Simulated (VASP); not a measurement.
Input of a VASP 6.6.1 run:

File INCAR:

```
ALGO     = Normal         # electronic algorithm
EDIFF    = 1E-7           # SCF threshold, eV
ENCUT    = 520            # plane-wave cutoff, eV
GGA      = PE             # functional
ISIF     = 2              # what is computed and relaxed
ISMEAR   = -1             # smearing method
LASPH    = T              # aspherical terms in the spheres
LCHARG   = F              # write CHGCAR
LREAL    = F              # projectors in reciprocal space
LWAVE    = F              # write WAVECAR
NBANDS   = 44             # bands
NELM     = 100            # most SCF steps
PREC     = Accurate       # precision mode
SIGMA    = 0.02           # smearing width, eV
```

Contents of KPOINTS:

```
k-points
0
Gamma
  6 6 5
```

The input POSCAR:

```
SiO2
1.0
    4.9727000000      0.0000000000      0.0000000000
    0.0000000000      4.9727000000      0.0000000000
    0.0000000000      0.0000000000      6.8564430000
Si O
4 8
Direct
    0.3070378210      0.3070378210      0.0000000000
    0.1929621790      0.8070378210      0.2500000000
    0.6929621790      0.6929621790      0.5000000000
    0.8070378210      0.1929621790      0.7500000000
    0.2357160443      0.1192093997      0.1870872773
    0.3807906003      0.7357160443      0.4370872773
    0.7642839557      0.8807906003      0.6870872773
    0.6192093997      0.2642839557      0.9370872773
    0.7357160443      0.3807906003      0.5629127227
    0.8807906003      0.7642839557      0.3129127227
    0.2642839557      0.6192093997      0.0629127227
    0.1192093997      0.2357160443      0.8129127227
```

Potentials or basis: VASP PAW PBE potentials, release 64 (Si, O).

Command:

```bash
$ cat potpaw_PBE.64/Si/POTCAR potpaw_PBE.64/O/POTCAR > POTCAR
$ mpirun -np 1 vasp_std > vasp.out
```

Task: Predict the band gap on the k mesh.

Result: 5.63 eV.

Task: What does it give for the pressure?

Result: 1.5 GPa.

Stress tensor (GPa, compression positive):
```
1.42 0.00 0.00
0.00 1.42 0.00
0.00 0.00 1.59
```

Caveat: the cell differs from its parent crystal (z stretched by -1 %, then relaxed in part). A k mesh can miss the band edges.
